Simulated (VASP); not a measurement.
# KTaO3 (R-3m) in VASP: notebook

Runs on KTaO3. Level: PBE. Tasks: single point.

All numbers are computed with VASP 6.6.1; they aren't measurements. Logs are shortened: lines on timing, memory, paths and dates and some standing lists are left out, and cuts for length are marked.

### 1 The cell of the first run

Symmetry: R-3m, No. 166, trigonal system. Conventional cell: a = 5.308 Å, b = 5.308 Å, c = 7.801 Å, α = 90.00°, β = 90.00°, γ = 120.00°. Within 3.5 Å of K (site symmetry -3m) lie 12 O at 2.65 to 3.02 Å and 6 Ta at 3.33 Å. Ta (site symmetry -3m) has 6 O at 2.01 Å within 2.7 Å. Within 2.7 Å of O (site symmetry 2/m) lie 2 Ta at 2.01 Å and 2 K at 2.65 Å and 4 O at 2.65 Å.

### 2 Single point, PBE

Input file INCAR:

```
PREC     = Accurate       # precision mode
ENCUT    = 520            # plane-wave cutoff, eV
EDIFF    = 1E-6           # SCF threshold, eV
ISMEAR   = 0              # smearing method
SIGMA    = 0.05           # smearing width, eV
LREAL    = F              # projectors in reciprocal space
LASPH    = T              # aspherical terms in the spheres
NELM     = 60             # most SCF steps
ALGO     = Normal         # electronic algorithm
ISIF     = 2              # what is computed and relaxed
LWAVE    = F              # write WAVECAR
LCHARG   = T              # write CHGCAR
GGA      = PE             # functional
LELF     = T              # ELF
LVHAR    = T            
NBANDS   = 27             # bands
```

Input file KPOINTS:

```
regular mesh
0
Gamma
  8 8 8
```

Input file POSCAR:

```
KTaO3
1.0
    4.0033429269      0.2502089329      0.2502089329
    0.2502089329      4.0033429269      0.2502089329
    0.2502089329      0.2502089329      4.0033429269
K Ta O
1 1 3
Direct
    0.5000000000      0.5000000000      0.5000000000
    0.0000000000      0.0000000000      0.0000000000
    0.5000000000      0.0000000000      0.0000000000
    0.0000000000      0.5000000000      0.0000000000
    0.0000000000      0.0000000000      0.5000000000
```

Potentials or basis: VASP PAW PBE potentials, release 64 (K_sv, Ta_pv, O).

Command:

```
$ cat potpaw_PBE.64/K_sv/POTCAR potpaw_PBE.64/Ta_pv/POTCAR potpaw_PBE.64/O/POTCAR > POTCAR
$ mpirun -np 1 vasp_std > vasp.out
```

OUTCAR:

```text
PREC = Accurate
   ENCUT = 520
   EDIFF = 1E-6
   ISMEAR = 0
   LREAL = F
   LASPH = T
   NELM = 60
   ISIF = 2
   GGA = PE

 ion  position               nearest neighbor table
   1  0.500  0.500  0.500-   3 2.65   4 2.65   3 2.65   5 2.65   4 2.65   5 2.65   2 3.33   2 3.33
                             2 3.33   2 3.33   2 3.33   2 3.33
   2  0.000  0.000  0.000-   3 2.01   4 2.01   5 2.01   5 2.01   4 2.01   3 2.01   1 3.33   1 3.33
                             1 3.33   1 3.33   1 3.33   1 3.33
   3  0.500  0.000  0.000-   2 2.01   2 2.01   1 2.65   1 2.65
   4  0.000  0.500  0.000-   2 2.01   2 2.01   1 2.65   1 2.65
   5  0.000  0.000  0.500-   2 2.01   2 2.01   1 2.65   1 2.65

  LATTYP: Found a trigonal (rhomboedric) cell.
 ALAT       =     4.0189505609
 COS(alpha) =     0.1279069767

  Lattice vectors:

 A1 = (   4.0033429269,   0.2502089329,   0.2502089329)
 A2 = (   0.2502089329,   4.0033429269,   0.2502089329)
 A3 = (   0.2502089329,   0.2502089329,   4.0033429269)

Analysis of symmetry for initial positions (statically):
=====================================================================
 Subroutine PRICEL returns:
 Original cell was already a primitive cell.

 Routine SETGRP: Setting up the symmetry group for a
 trigonal (rhombohedral) supercell.

 Subroutine GETGRP returns: Found 12 space group operations
 (whereof 12 operations were pure point group operations)
 out of a pool of 12 trial point group operations.

The static configuration has the point symmetry D_3d.

Analysis of symmetry for dynamics (positions and initial velocities):
=====================================================================
 Subroutine PRICEL returns:
 Original cell was already a primitive cell.

 Routine SETGRP: Setting up the symmetry group for a
 trigonal (rhombohedral) supercell.

 Subroutine GETGRP returns: Found 12 space group operations
 (whereof 12 operations were pure point group operations)
 out of a pool of 12 trial point group operations.

The dynamic configuration has the point symmetry D_3d.

 Subroutine INISYM returns: Found 12 space group operations
 (whereof 12 operations are pure point group operations),
 and found     1 'primitive' translations

----------------------------------------------------------------------------------------

                                     Primitive cell
[... 91 lines left out ...]
   ISPIN  =      1    spin polarized calculation?
   LNONCOLLINEAR =      F non collinear calculations
   LSORBIT =      F    spin-orbit coupling
   LASPH  =      T    aspherical Exc in radial PAW
   ENCUT  =  520.0 eV  38.22 Ry    6.18 a.u.   7.47  7.47  7.47*2*pi/ulx,y,z
   NELM   =     60;   NELMIN=  2; NELMDL= -5     # of ELM steps
   EDIFF  = 0.1E-05   stopping-criterion for ELM
   LREAL  =      F    real-space projection
   EDIFFG = 0.1E-04   stopping-criterion for IOM
   NSW    =      0    number of steps for IOM
   IBRION =     -1    ionic relax: 0-MD 1-quasi-New 2-CG
   NFREE  =      0    steps in history (QN), initial steepest desc. (CG)
   ISIF   =      2    stress and relaxation
   ISYM   =      2    0-nonsym 1-usesym 2-fastsym
   POTIM  = 0.5000    time-step for ionic-motion
   TEBEG  =    0.0;   TEEND  =   0.0 temperature during run
   PSTRESS=    0.0 pullay stress
   NELECT =      38.0000    total number of electrons
   NUPDOWN=      -1.0000    fix difference up-down
   EMIN   =  10.00;   EMAX   =-10.00  energy-range for DOS
   EFERMI =   0.00;   METHOD = LEGACY
   ISMEAR =     0;   SIGMA  =   0.05  broadening in eV -4-tet -1-fermi 0-gaus
   EFERMI_NEDOS =   21; number of points for ismear=-14 and -15
   IALGO  =     38    algorithm
   IMIX   =      4    mixing-type and parameters
     AMIX     =   0.40;   BMIX     =  1.00
     AMIX_MAG =   1.60;   BMIX_MAG =  1.00
  volume/ion in A,a.u.               =      12.69        85.62
  Fermi-wavevector in a.u.,A,eV,Ry     =   1.380008  2.607837 25.911228  1.904422
  Thomas-Fermi vector in A             =   2.504925
   LORBIT       =      0    0 simple, 1 ext, 2 COOP (PROOUT), +10 PAW based schemes
   GGA     = PE    functional components
   LHFCALC =     F    Hartree Fock is set to
   AEXX    =    0.0000 exact exchange contribution
   IVDW    =     0    specifies the selected vdW correction
   LEPSILON=     F    determine dielectric tensor
   LRPA    =     F    only Hartree local field effects (RPA)
 non-spin polarized calculation
 Gauss-broadening in eV      SIGMA  =   0.05
  energy-cutoff  :      520.00
  volume of cell :       63.44
 maximum number of plane-waves:      1726
 NGX is ok and might be reduce to    30

 number of electron      37.9999981 magnetization

 Free energy of the ion-electron system (eV)
  ---------------------------------------------------
  ext. energy  EPLUGINS =         0.00000000
  ---------------------------------------------------
  free energy    TOTEN  =       -40.13092227 eV

  energy without entropy =      -40.13092227  energy(sigma->0) =      -40.13092227

 E-fermi :   2.3461     XC(G=0): -10.8721

 val. band max:        2.1139730992   @ k =   0.5000   0.5000   0.5000
 cond. band min:       3.6518554298   @ k =   0.0000   0.0000   0.0000
 fundamental gap:      1.5378823306
 Fermi energy:         2.3461135661

 k-point     1 :       0.0000    0.0000    0.0000
  band No.  band energies     occupation
      1     -32.4521      2.00000
      2     -32.4521      2.00000
      3     -32.2939      2.00000
      4     -25.5202      2.00000
      5     -15.6927      2.00000
      6     -14.8601      2.00000
[... 709 lines left out ...]
     26      11.0819      0.00000
     27      12.3543      0.00000

 [... further k-points ...]
[... 5 lines left out ...]
  --------------------------------------------------------------------------------------
  -------------------------------------------------------------------------------------
  Total        2.2232538      2.2232538      2.2232538     -5.0076253     -5.0076253     -5.0076253
  in kB       56.1482433     56.1482433     56.1482433   -126.4675058   -126.4675058   -126.4675058
  external PRESSURE =      56.1482433 kB  Pullay stress =       0.0000000 kB

 VOLUME and BASIS-vectors are now :
 -----------------------------------------------------------------------------
  energy-cutoff  :      520.00
  volume of cell :       63.44
      direct lattice vectors                 reciprocal lattice vectors
     4.003342927  0.250208933  0.250208933     0.251641547 -0.014802444 -0.014802444
     0.250208933  4.003342927  0.250208933    -0.014802444  0.251641547 -0.014802444
     0.250208933  0.250208933  4.003342927    -0.014802444 -0.014802444  0.251641547

 POSITION                                       TOTAL-FORCE (eV/Angst)
 -----------------------------------------------------------------------------------
      2.25188      2.25188      2.25188        -0.000000      0.000000     -0.000000
      0.00000      0.00000      0.00000         0.000000     -0.000000      0.000000
      2.00167      0.12510      0.12510         0.000000     -0.000000      0.000000
      0.12510      2.00167      0.12510        -0.000000     -0.000000      0.000000
      0.12510      0.12510      2.00167         0.000000     -0.000000     -0.000000
 -----------------------------------------------------------------------------------
    total drift:                                0.000000     -0.000000      0.000000

  FREE ENERGIE OF THE ION-ELECTRON SYSTEM (eV)
  ---------------------------------------------------
  free  energy   TOTEN  =       -40.1309222749 eV

  energy  without entropy=      -40.1309222749  energy(sigma->0) =      -40.13092227
```

It took 66 s on 1 thread of Intel Xeon 6975P-C (Granite Rapids), shared host; peak memory 0.24 GiB.

Results:

| Item | Value |
| --- | --- |
| Free energy | -40.1309 eV |
| Pressure | 5.6 GPa |
| Band gap on the k mesh | 1.54 eV, indirect (least direct gap 1.86 eV) |

Levels at points of the mesh, in eV from the valence-band top:
```csv
k point,band 17,band 18,band 19,band 20,band 21,band 22
"(0.00, 0.00, 0.00)",-0.76,-0.32,-0.32,1.54,1.54,1.85
"(0.50, 0.00, 0.00)",-1.73,-1.53,-0.50,1.89,4.35,4.52
"(0.50, 0.50, 0.00)",-1.61,-1.51,-0.11,4.24,4.49,5.74
"(0.50, 0.50, 0.50)",-0.20,0.00,0.00,5.68,5.68,6.12
```

Caveat: spin-orbit coupling is left out, which moves the levels of the heavy elements. A k mesh can miss the band edges.

### 3 Single point, PBE

This run uses another cell than the first one, of the same volume but with other edges.

Input file INCAR:

```
  ALGO = Normal
  EDIFF = 1E-6
  ENCUT = 520
  GGA = PE
  ISIF = 2
  ISMEAR = 0
  LASPH = T
  LCHARG = F
  LREAL = F
  LWAVE = F
  NBANDS = 27
  NELM = 100
  PREC = Accurate
  SIGMA = 0.05
```

Input file KPOINTS:

```
k-points
0
Gamma
  8 8 8
```

POSCAR, as its differences from that of step 2:

```diff
@@ -2,5 +2,5 @@
 1.0
-    4.0033429269      0.2502089329      0.2502089329
-    0.2502089329      4.0033429269      0.2502089329
-    0.2502089329      0.2502089329      4.0033429269
+    4.1214684602      0.7797372763      0.7797372763
+    0.7797372763      4.1214684602      0.7797372763
+    0.7797372763      0.7797372763      4.1214684602
 K Ta O
```

Potentials or basis: VASP PAW PBE potentials, release 64 (K_sv, Ta_pv, O).

Command:

```
$ cat potpaw_PBE.64/K_sv/POTCAR potpaw_PBE.64/Ta_pv/POTCAR potpaw_PBE.64/O/POTCAR > POTCAR
$ mpirun -np 1 vasp_std > vasp.out
```

Wall time 54 s (1 thread of Intel Xeon 6975P-C (Granite Rapids), shared host); peak memory 0.24 GiB.

It converged, with:

```yaml
Free_energy: -32.9184 eV
Pressure: 8.4 GPa
Band_gap_on_the_k_mesh: zero (band 19 reaches 3.77 eV, above the bottom of band 20 at 2.99 eV)
```

Stress tensor (GPa, compression positive):
```
  8.42 -37.33 -37.33
-37.33   8.42 -37.33
-37.33 -37.33   8.42
```

Levels at points of the mesh, in eV from the Fermi level:
| k point | band 15 | band 16 | band 17 | band 18 | band 19 | band 20 | band 21 | band 22 | band 23 | band 24 |
| --- | --- | --- | --- | --- | --- | --- | --- | --- | --- | --- |
| (0.00, 0.00, 0.00) | -2.58 | -2.58 | -1.09 | -0.78 | -0.61 | -0.61 | 0.19 | 0.19 | 3.02 | 3.02 |
| (0.50, 0.00, 0.00) | -3.11 | -2.99 | -2.72 | -2.59 | -0.18 | -0.14 | 1.57 | 1.74 | 3.32 | 4.53 |
| (0.50, 0.50, 0.00) | -3.49 | -3.36 | -2.37 | -1.83 | -0.15 | 1.29 | 1.56 | 2.14 | 3.98 | 6.34 |
| (0.50, 0.50, 0.50) | -3.67 | -3.67 | -0.67 | 0.17 | 0.17 | 2.25 | 2.25 | 2.55 | 6.73 | 6.73 |

Caveat: spin-orbit coupling is left out, which moves the levels of the heavy elements.

### 4 Single point, PBE

Input file INCAR:

```
PREC     = Accurate       # precision mode
ENCUT    = 520            # plane-wave cutoff, eV
EDIFF    = 1E-6           # SCF threshold, eV
ISMEAR   = 0              # smearing method
SIGMA    = 0.05           # smearing width, eV
LREAL    = False          # projectors in reciprocal space
LASPH    = True           # aspherical terms in the spheres
NELM     = 80             # most SCF steps
ALGO     = Normal         # electronic algorithm
ISIF     = 2              # what is computed and relaxed
LWAVE    = False          # write WAVECAR
LCHARG   = False          # write CHGCAR
GGA      = PE             # functional
NBANDS   = 27             # bands
```

Input file KPOINTS:

```
regular mesh
0
Gamma
  8 8 8
```

POSCAR, as its differences from that of step 3:

```diff
@@ -2,5 +2,5 @@
 1.0
-    4.1214684602      0.7797372763      0.7797372763
-    0.7797372763      4.1214684602      0.7797372763
-    0.7797372763      0.7797372763      4.1214684602
+    3.9906153428     -0.0953389331     -0.0953389331
+   -0.0953389331      3.9906153428     -0.0953389331
+   -0.0953389331     -0.0953389331      3.9906153428
 K Ta O
```

Command:

```
$ cat potpaw_PBE.64/K_sv/POTCAR potpaw_PBE.64/Ta_pv/POTCAR potpaw_PBE.64/O/POTCAR > POTCAR
$ mpirun -np 1 vasp_std > vasp.out
```

It took 62 s on 1 thread of Intel Xeon 6975P-C (Granite Rapids), shared host; peak memory 0.24 GiB.

Results (log left out):

```yaml
Free_energy: -40.8904 eV
Pressure: 6.0 GPa
Band_gap_on_the_k_mesh: 1.92 eV, indirect (least direct gap 2.41 eV)
```

Stress tensor (GPa, compression positive):
```
6.00 4.86 4.86
4.86 6.00 4.86
4.86 4.86 6.00
```

Levels at points of the mesh, in eV from the valence-band top:
```csv
k point,band 15,band 16,band 17,band 18,band 19,band 20,band 21,band 22,band 23,band 24
"(0.00, 0.00, 0.00)",-1.08,-1.08,-0.67,-0.67,-0.49,1.92,2.15,2.15,6.58,6.65
"(0.50, 0.00, 0.00)",-2.34,-2.16,-1.57,-1.07,-0.71,2.25,4.89,4.93,6.70,8.39
"(0.50, 0.50, 0.00)",-2.80,-1.72,-1.51,-1.44,-0.07,4.78,5.06,6.23,7.57,10.05
"(0.50, 0.50, 0.50)",-4.04,-3.74,-0.05,-0.05,0.00,6.17,6.45,6.45,8.50,9.04
```

Caveat: spin-orbit coupling is left out, which moves the levels of the heavy elements. A k mesh can miss the band edges.

### 5 Summary

```tsv
cell	gap on the mesh (eV)	pressure (GPa)
a = 4.019 Å, angles 82.7°, 5 atoms	1.54	5.6
a = 4.266 Å, angles 67.3°, 5 atoms	none	8.4
a = 3.993 Å, angles 92.7°, 5 atoms	1.92	6.0
```

Alike in all rows: task single point; level PBE; potentials or basis VASP PAW PBE potentials, release 64 (K_sv, Ta_pv, O); no spin polarisation; k mesh 8 × 8 × 8; cutoff (eV) 520; smearing gaussian 0.05 eV.

Caveats: spin-orbit coupling is left out, which moves the levels of the heavy elements.

Total energies depend on the potentials used, so only differences within one code and one set of settings carry meaning.
